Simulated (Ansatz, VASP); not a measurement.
MoS in VASP and in Ansatz

The input INCAR:

```
SYSTEM = MoS
ALGO = Normal ; EDIFF = 1E-6
ENCUT = 520 ; GGA = PE
ISIF = 2 ; ISMEAR = 0
LASPH = .True. ; LCHARG = .False.
LDAU = .True. ; LDAUJ = 0 0
LDAUL = 2 -1 ; LDAUPRINT = 1
LDAUTYPE = 2 ; LDAUU = 4.38 0
LMAXMIX = 4 ; LREAL = .False.
LWAVE = .False. ; NBANDS = 17
NELM = 150 ; PREC = Accurate
SIGMA = 0.1
```

Contents of KPOINTS:

```
k-points
0
Gamma
  12 12 12
  0 0 0
```

POSCAR

```
MoS
1.0
    0.0000000000      2.7622918738      2.7622918738
    2.7622918738      0.0000000000      2.7622918738
    2.7622918738      2.7622918738      0.0000000000
Mo S
1 1
Direct
    0.0000000000      0.0000000000      0.0000000000
    0.2500000000      0.2500000000      0.2500000000
```

Input for Ansatz:

```yaml
crystal:
  lattice:
    - [0.0, 2.7622918749, 2.7622918749]
    - [2.7622918749, 0.0, 2.7622918749]
    - [2.7622918749, 2.7622918749, 0.0]
  atoms:
    - { symbol: Mo, position: [0.0, 0.0, 0.0] }
    - { symbol: S, position: [0.25, 0.25, 0.25] }
basis:
  ecutwfc: 420
kpoints:
  mp_grid: { grid: [12, 12, 12] }
hamiltonian:
  xc: pbe
  hubbard: { sites: [{ species: Mo, l: d, u_eff: 4.38 }] }
scf:
  occupations: { method: gaussian, width: 0.1 }
output:
  forces: true
  stress: true
  eigenvalues: true
```

Alike in both runs: task single point; functional PBE; k mesh 12 × 12 × 12; occupations gaussian, width 0.1 eV; no spin polarisation; Hubbard terms Mo d U = 4.38 eV.

|  | VASP | Ansatz |
| --- | --- | --- |
| version | VASP 6.6.1 | Ansatz 0.2.0 |
| potentials or method | VASP PAW PBE potentials, release 64 (Mo_sv, S), cutoff 520 eV | scalar-relativistic, plane waves, PAW |
| valence electrons in the cell | 20 | 20 |

|  | VASP | Ansatz | Ansatz less VASP |
| --- | --- | --- | --- |
| pressure (GPa) | -4.2 | 3.9 | +8.08 |

The programs project onto different local orbitals, so the same U acts differently, and such runs can settle in different states.
